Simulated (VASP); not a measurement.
A run of VASP 6.6.1 is set up as follows.

The input INCAR:

```
SYSTEM = Hg
PREC = Accurate ; ENCUT = 520
EDIFF = 1E-7 ; ISMEAR = 1
SIGMA = 0.1 ; LREAL = .FALSE.
LASPH = .TRUE. ; NELM = 80
ALGO = Normal ; ISIF = 2
LWAVE = .FALSE. ; LCHARG = .TRUE.
GGA = RE ; IVDW = 13
LELF = .TRUE. ; LVHAR = .TRUE.
NBANDS = 19
```

KPOINTS

```
regular mesh
0
G
  9 9 5
  0 0 0
```

File POSCAR:

```
Hg
1.0
    3.4150226917      0.0000000000      0.0000000000
   -1.7075113459      2.9574964055      0.0000000000
    0.0000000000      0.0000000000      5.4133831306
Hg
2
Direct
    0.3333333333      0.6666666667      0.2500000000
    0.6666666667      0.3333333333      0.7500000000
```

Potentials or basis: VASP PAW PBE potentials, release 64 (Hg).

Run with:

```sh
$ cat potpaw_PBE.64/Hg/POTCAR > POTCAR
$ mpirun -np 1 vasp_std > vasp.out
```

Estimate the pressure.

-0.1 GPa.

Predict the band gap on the k mesh.

zero (band 12 reaches 1.50 eV, above the bottom of band 13 at 0.95 eV).

What does it give for the dispersion energy per atom?

-0.639 eV.

Stress tensor (GPa, compression positive):
```
-0.33  0.00  0.00
 0.00 -0.33  0.00
 0.00  0.00  0.23
```

Caveat: the PAW data sets were made with another functional, which shifts forces and pressure a little; spin-orbit coupling is left out, which moves the levels of the heavy elements; pairwise dispersion overbinds metals, which lowers pressure and volume.
